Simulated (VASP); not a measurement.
# Be3N2 (P-3m1) in VASP: further runs

The runs below take Be3N2 through single point, with LDA.

Everything below comes from runs of VASP 6.6.1. Logs are shortened: lines on timing, memory, paths and dates and some standing lists are left out, and cuts for length are marked.

### 1 The cell of the first run

It takes space group P-3m1 (No. 164, trigonal). Conventional cell: a = 2.818 Å, b = 2.818 Å, c = 4.667 Å, α = 90.00°, β = 90.00°, γ = 120.00°. Within 2.7 Å of Be (site symmetry -3m) lie 6 N at 2.01 Å and 6 Be at 2.31 Å. Within 2.2 Å of Be (site symmetry 3m) lie 4 N at 1.69 to 1.85 Å and 3 Be at 2.14 Å. N (site symmetry 3m) has 7 Be at 1.69 to 2.01 Å within 2.2 Å.

### 2 Single point, LDA

Contents of INCAR:

```
SYSTEM = Be3N2
  PREC = Accurate
  ENCUT = 600
  EDIFF = 1E-6
  ISMEAR = 0
  SIGMA = 0.01
  LREAL = .FALSE.
  LASPH = .TRUE.
  NELM = 120
  ALGO = Normal
  ISIF = 2
  LWAVE = .FALSE.
  LCHARG = .FALSE.
  NBANDS = 16
  GGA_COMPAT = .FALSE.
```

Contents of KPOINTS:

```
Automatic mesh
0
G
  4 4 2
  0 0 0
```

Contents of POSCAR:

```
Be3N2
1.0
    2.8177777100      0.0000000000      0.0000000000
   -1.4088888600      2.4402670800      0.0000000000
    0.0000000000      0.0000000000      4.6670220000
Be N
3 2
Direct
    0.0000000000      0.0000000000      0.0000000000
    0.6666666700      0.3333333300      0.6496330000
    0.3333333300      0.6666666700      0.3503670000
    0.3333333300      0.6666666700      0.7470580000
    0.6666666700      0.3333333300      0.2529420000
```

Potentials or basis: VASP PAW LDA potentials, release 64 (Be, N).

Started as:

```bash
$ cat potpaw_LDA.64/Be/POTCAR potpaw_LDA.64/N/POTCAR > POTCAR
$ mpirun -np 1 vasp_std > vasp.out
```

OUTCAR:

```text
SYSTEM = Be3N2
   PREC = Accurate
   ENCUT = 600
   EDIFF = 1E-6
   ISMEAR = 0
   LREAL = .FALSE.
   LASPH = .TRUE.
   NELM = 120
   ISIF = 2

 ion  position               nearest neighbor table
   1  0.000  0.000  0.000-   4 2.01   5 2.01   5 2.01   4 2.01   5 2.01   4 2.01   2 2.31   3 2.31
                             3 2.31   2 2.31   2 2.31   3 2.31
   2  0.667  0.333  0.650-   4 1.69   4 1.69   4 1.69   5 1.85   3 2.14   3 2.14   3 2.14   1 2.31
                             1 2.31   1 2.31
   3  0.333  0.667  0.350-   5 1.69   5 1.69   5 1.69   4 1.85   2 2.14   2 2.14   2 2.14   1 2.31
                             1 2.31   1 2.31
   4  0.333  0.667  0.747-   2 1.69   2 1.69   2 1.69   3 1.85   1 2.01   1 2.01   1 2.01
   5  0.667  0.333  0.253-   3 1.69   3 1.69   3 1.69   2 1.85   1 2.01   1 2.01   1 2.01

  LATTYP: Found a hexagonal cell.
 ALAT       =     2.8177777100
 C/A-ratio  =     1.6562775635

  Lattice vectors:

 A1 = (   2.8177777100,   0.0000000000,   0.0000000000)
 A2 = (  -1.4088888600,   2.4402670800,   0.0000000000)
 A3 = (   0.0000000000,   0.0000000000,   4.6670220000)

Analysis of symmetry for initial positions (statically):
=====================================================================
 Subroutine PRICEL returns:
 Original cell was already a primitive cell.

 Routine SETGRP: Setting up the symmetry group for a
 hexagonal supercell.

 Subroutine GETGRP returns: Found 12 space group operations
 (whereof 12 operations were pure point group operations)
 out of a pool of 24 trial point group operations.

The static configuration has the point symmetry D_3d.

Analysis of symmetry for dynamics (positions and initial velocities):
=====================================================================
 Subroutine PRICEL returns:
 Original cell was already a primitive cell.

 Routine SETGRP: Setting up the symmetry group for a
 hexagonal supercell.

 Subroutine GETGRP returns: Found 12 space group operations
 (whereof 12 operations were pure point group operations)
 out of a pool of 24 trial point group operations.

The dynamic configuration has the point symmetry D_3d.

 Subroutine INISYM returns: Found 12 space group operations
 (whereof 12 operations are pure point group operations),
 and found     1 'primitive' translations

----------------------------------------------------------------------------------------

                                     Primitive cell

  volume of cell :      32.0911

  direct lattice vectors                    reciprocal lattice vectors
     2.817777710  0.000000000  0.000000000     0.354889598  0.204895606  0.000000000
    -1.408888860  2.440267080  0.000000000     0.000000000  0.409791210  0.000000000
     0.000000000  0.000000000  4.667022000     0.000000000  0.000000000  0.214269399

  length of vectors
     2.817777710  2.817777713  4.667022000     0.409791211  0.409791210  0.214269399

  position of ions in fractional coordinates (direct lattice)
     0.000000000  0.000000000  0.000000000
     0.666666670  0.333333330  0.649633000
     0.333333330  0.666666670  0.350367000
     0.333333330  0.666666670  0.747058000
     0.666666670  0.333333330  0.252942000

  ion indices of the primitive-cell ions
   primitive index   ion index
                 1           1
                 2           2
                 3           3
                 4           4
                 5           5

----------------------------------------------------------------------------------------

 KPOINTS: Automatic mesh

Automatic generation of k-mesh.
 Grid dimensions read from file:
 generate k-points for:    4    4    2

 Generating k-lattice:

  Cartesian coordinates                     Fractional coordinates (reciprocal lattice)
     0.088722400  0.051223901  0.000000000     0.250000000  0.000000000  0.000000000
     0.000000000  0.102447803  0.000000000     0.000000000  0.250000000  0.000000000
     0.000000000  0.000000000  0.107134700     0.000000000  0.000000000  0.500000000

  Length of vectors
     0.102447803  0.102447803  0.107134700

  Shift w.r.t. Gamma in fractional coordinates (k-lattice)
     0.000000000  0.000000000  0.000000000

 Subroutine IBZKPT returns following result:
 ===========================================

 Found      8 irreducible k-points:

 Following reciprocal coordinates:
            Coordinates               Weight
  0.000000  0.000000  0.000000      1.000000
  0.250000  0.000000  0.000000      6.000000
  0.500000  0.000000  0.000000      3.000000
  0.250000  0.250000  0.000000      6.000000
  0.000000  0.000000  0.500000      1.000000
  0.250000  0.000000  0.500000      6.000000
  0.500000  0.000000  0.500000      3.000000
  0.250000  0.250000  0.500000      6.000000
   k-points           NKPTS =      8   k-points in BZ     NKDIM =      8   number of bands    NBANDS=     16
   number of dos      NEDOS =    301   number of ions     NIONS =      5
   total plane-waves  NPLWV =  23040
   dimension x,y,z NGX =    24 NGY =   24 NGZ =   40
   dimension x,y,z NGXF=    48 NGYF=   48 NGZF=   80
   ions per type =               3   2
   NGX,Y,Z   is equivalent  to a cutoff of  14.16, 14.16, 14.25 a.u.
   NGXF,Y,Z  is equivalent  to a cutoff of  28.32, 28.32, 28.50 a.u.
 SYSTEM =  Be3N2
   PREC   = accura    normal or accurate (medium, high low for compatibility)
   ISTART =      0    job   : 0-new  1-cont  2-samecut
   ICHARG =      2    charge: 1-file 2-atom 10-const
   ISPIN  =      1    spin polarized calculation?
   LNONCOLLINEAR =      F non collinear calculations
   LSORBIT =      F    spin-orbit coupling
   LASPH  =      T    aspherical Exc in radial PAW
   ENCUT  =  600.0 eV  44.10 Ry    6.64 a.u.   5.63  5.63  9.32*2*pi/ulx,y,z
   NELM   =    120;   NELMIN=  2; NELMDL= -5     # of ELM steps
   EDIFF  = 0.1E-05   stopping-criterion for ELM
   LREAL  =      F    real-space projection
   EDIFFG = 0.1E-04   stopping-criterion for IOM
   NSW    =      0    number of steps for IOM
   IBRION =     -1    ionic relax: 0-MD 1-quasi-New 2-CG
   NFREE  =      0    steps in history (QN), initial steepest desc. (CG)
   ISIF   =      2    stress and relaxation
   ISYM   =      2    0-nonsym 1-usesym 2-fastsym
   POTIM  = 0.5000    time-step for ionic-motion
   TEBEG  =    0.0;   TEEND  =   0.0 temperature during run
   PSTRESS=    0.0 pullay stress
   NELECT =      16.0000    total number of electrons
   NUPDOWN=      -1.0000    fix difference up-down
   EMIN   =  10.00;   EMAX   =-10.00  energy-range for DOS
   EFERMI =   0.00;   METHOD = LEGACY
   ISMEAR =     0;   SIGMA  =   0.01  broadening in eV -4-tet -1-fermi 0-gaus
   EFERMI_NEDOS =   21; number of points for ismear=-14 and -15
   IALGO  =     38    algorithm
   IMIX   =      4    mixing-type and parameters
     AMIX     =   0.40;   BMIX     =  1.00
     AMIX_MAG =   1.60;   BMIX_MAG =  1.00
  volume/ion in A,a.u.               =       6.42        43.31
  Fermi-wavevector in a.u.,A,eV,Ry     =   1.298136  2.453121 22.927952  1.685157
  Thomas-Fermi vector in A             =   2.429484
   LORBIT       =      0    0 simple, 1 ext, 2 COOP (PROOUT), +10 PAW based schemes
   GGA     = CA    functional components
   LHFCALC =     F    Hartree Fock is set to
   AEXX    =    0.0000 exact exchange contribution
   IVDW    =     0    specifies the selected vdW correction
   LEPSILON=     F    determine dielectric tensor
   LRPA    =     F    only Hartree local field effects (RPA)
 non-spin polarized calculation
 Gauss-broadening in eV      SIGMA  =   0.01
  energy-cutoff  :      600.00
  volume of cell :       32.09
 maximum number of plane-waves:      1099
 NGX is ok and might be reduce to    24
   NGX = 11   NGY = 11   NGZ = 19

 number of electron      15.9999998 magnetization

 Free energy of the ion-electron system (eV)
  ---------------------------------------------------
  ext. energy  EPLUGINS =         0.00000000
  ---------------------------------------------------
  free energy    TOTEN  =       -35.92954726 eV

  energy without entropy =      -35.92954726  energy(sigma->0) =      -35.92954726

 E-fermi :   6.8260     XC(G=0): -11.9318

 val. band max:        6.7332832969   @ k =   0.0000   0.0000   0.0000
 cond. band min:      10.9999378436   @ k =   0.5000   0.0000   0.5000
 fundamental gap:      4.2666545467
 Fermi energy:         6.8259840466

 k-point     1 :       0.0000    0.0000    0.0000
  band No.  band energies     occupation
      1     -10.1304      2.00000
      2      -7.5156      2.00000
      3      -1.4635      2.00000
      4       5.3093      2.00000
      5       5.3093      2.00000
      6       6.4274      2.00000
      7       6.4274      2.00000
      8       6.7333      2.00000
      9      13.2532      0.00000
     10      13.9224      0.00000
     11      14.9525      0.00000
     12      14.9525      0.00000
     13      17.6265      0.00000
     14      17.9045      0.00000
     15      17.9045      0.00000
     16      19.9988      0.00000

 k-point     2 :       0.2500    0.0000    0.0000
  band No.  band energies     occupation
      1      -9.2485      2.00000
      2      -6.9564      2.00000
      3      -0.5095      2.00000
      4       1.8921      2.00000
      5       3.7139      2.00000
      6       3.7789      2.00000
      7       5.8671      2.00000
      8       6.2200      2.00000
      9      13.5571      0.00000
     10      14.2857      0.00000
     11      14.9258      0.00000
     12      16.1475      0.00000
     13      17.1202      0.00000
     14      17.5079      0.00000
     15      19.0030      0.00000
     16      19.2526      0.00000

 k-point     3 :       0.5000    0.0000    0.0000
  band No.  band energies     occupation
      1      -7.6064      2.00000
      2      -6.7620      2.00000
      3      -0.2645      2.00000
      4       0.3321      2.00000
      5       1.9316      2.00000
      6       2.7866      2.00000
      7       4.1800      2.00000
      8       5.2268      2.00000
      9      12.5664      0.00000
     10      14.1725      0.00000
     11      14.7790      0.00000
     12      15.3863      0.00000
     13      17.3617      0.00000
     14      18.3148      0.00000
     15      19.5782      0.00000
     16      21.6281      0.00000

 k-point     4 :       0.2500    0.2500    0.0000
  band No.  band energies     occupation
      1      -7.7865      2.00000
      2      -6.5375      2.00000
      3       0.0356      2.00000
      4       1.0155      2.00000
      5       1.0639      2.00000
      6       3.2383      2.00000
      7       3.3661      2.00000
      8       4.5635      2.00000
      9      12.5220      0.00000
     10      15.7909      0.00000
     11      16.1068      0.00000
     12      16.4360      0.00000
     13      16.8945      0.00000
     14      18.4682      0.00000
     15      19.1779      0.00000
     16      20.2443      0.00000

 k-point     5 :       0.0000    0.0000    0.5000
  band No.  band energies     occupation
      1      -9.2294      2.00000
      2      -9.0368      2.00000
      3       1.6889      2.00000
      4       2.9186      2.00000
      5       5.5315      2.00000
      6       5.5315      2.00000
      7       6.2300      2.00000
      8       6.2300      2.00000
      9      13.4214      0.00000
     10      14.5493      0.00000
     11      14.5493      0.00000
     12      15.6883      0.00000
     13      16.3926      0.00000
     14      17.1943      0.00000
     15      17.1943      0.00000
     16      19.9231      0.00000

 k-point     6 :       0.2500    0.0000    0.5000
  band No.  band energies     occupation
      1      -8.4246      2.00000
      2      -8.2551      2.00000
      3       1.3953      2.00000
      4       2.3330      2.00000
      5       3.0022      2.00000
      6       4.4462      2.00000
      7       4.5916      2.00000
      8       4.9477      2.00000
      9      13.2697      0.00000
     10      13.9585      0.00000
     11      15.1526      0.00000
     12      16.3110      0.00000
     13      16.5796      0.00000
     14      19.1189      0.00000
     15      19.6789      0.00000
     16      20.2000      0.00000

 k-point     7 :       0.5000    0.0000    0.5000
  band No.  band energies     occupation
      1      -7.2388      2.00000
      2      -7.1012      2.00000
      3      -1.1465      2.00000
      4      -0.1297      2.00000
      5       3.6054      2.00000
      6       4.0302      2.00000
      7       4.3553      2.00000
      8       4.4216      2.00000
      9      10.9999      0.00000
     10      13.7571      0.00000
     11      14.4561      0.00000
     12      15.5604      0.00000
     13      17.6387      0.00000
     14      18.5746      0.00000
     15      19.6034      0.00000
     16      21.0109      0.00000

 k-point     8 :       0.2500    0.2500    0.5000
  band No.  band energies     occupation
      1      -7.2392      2.00000
      2      -7.1808      2.00000
      3       0.0932      2.00000
      4       0.2933      2.00000
      5       1.8457      2.00000
      6       2.0865      2.00000
      7       4.4669      2.00000
      8       5.5049      2.00000
      9      13.1062      0.00000
     10      13.3310      0.00000
     11      15.5890      0.00000
     12      15.8882      0.00000
     13      16.5111      0.00000
     14      19.2698      0.00000
     15      20.3152      0.00000
     16      21.1351      0.00000

------------------------ aborting loop because EDIFF is reached ----------------------------------------

  FORCE on cell =-STRESS in cart. coord.  units (eV):
  Direction    XX          YY          ZZ          XY          YZ          ZX
  --------------------------------------------------------------------------------------
  -------------------------------------------------------------------------------------
  Total       -1.9371210     -1.9371210     -1.9280238      0.0000000     -0.0000000      0.0000000
  in kB      -96.7126751    -96.7126751    -96.2584859      0.0000002     -0.0000000      0.0000000
  external PRESSURE =     -96.5612787 kB  Pullay stress =       0.0000000 kB

 VOLUME and BASIS-vectors are now :
 -----------------------------------------------------------------------------
  energy-cutoff  :      600.00
  volume of cell :       32.09
      direct lattice vectors                 reciprocal lattice vectors
     2.817777710  0.000000000  0.000000000     0.354889598  0.204895606  0.000000000
    -1.408888860  2.440267080  0.000000000     0.000000000  0.409791210  0.000000000
     0.000000000  0.000000000  4.667022000     0.000000000  0.000000000  0.214269399

 POSITION                                       TOTAL-FORCE (eV/Angst)
 -----------------------------------------------------------------------------------
      0.00000      0.00000      0.00000        -0.000000      0.000000      0.000000
      1.40889      0.81342      3.03185        -0.000000     -0.000000      0.041337
     -0.00000      1.62684      1.63517        -0.000000      0.000000     -0.041337
     -0.00000      1.62684      3.48654         0.000000     -0.000000     -0.137501
      1.40889      0.81342      1.18049         0.000000      0.000000      0.137501
 -----------------------------------------------------------------------------------
    total drift:                                0.000000      0.000000      0.000000

  FREE ENERGIE OF THE ION-ELECTRON SYSTEM (eV)
  ---------------------------------------------------
  free  energy   TOTEN  =       -35.9295472644 eV

  energy  without entropy=      -35.9295472644  energy(sigma->0) =      -35.92954726
```

It took 5.7 s on 1 thread of Intel Xeon Platinum 8175M at 2.50GHz (Skylake/Cascade Lake), shared host; peak memory 0.13 GiB.

What came out:

* Free energy: -35.9295 eV
* Pressure: -9.7 GPa
* Largest force: 0.138 eV/Å
* Band gap on the k mesh: 4.27 eV, indirect (least direct gap 6.52 eV)

Forces in eV/Å, atoms in the order of the input:
```
Be   0.000  0.000  0.000
Be   0.000  0.000  0.041
Be   0.000  0.000 -0.041
N    0.000  0.000 -0.138
N    0.000  0.000  0.138
```

Caveat: the k points lie up to 0.67 Å⁻¹ apart. A k mesh can miss the band edges.

(Continued in part 2 of 2.)
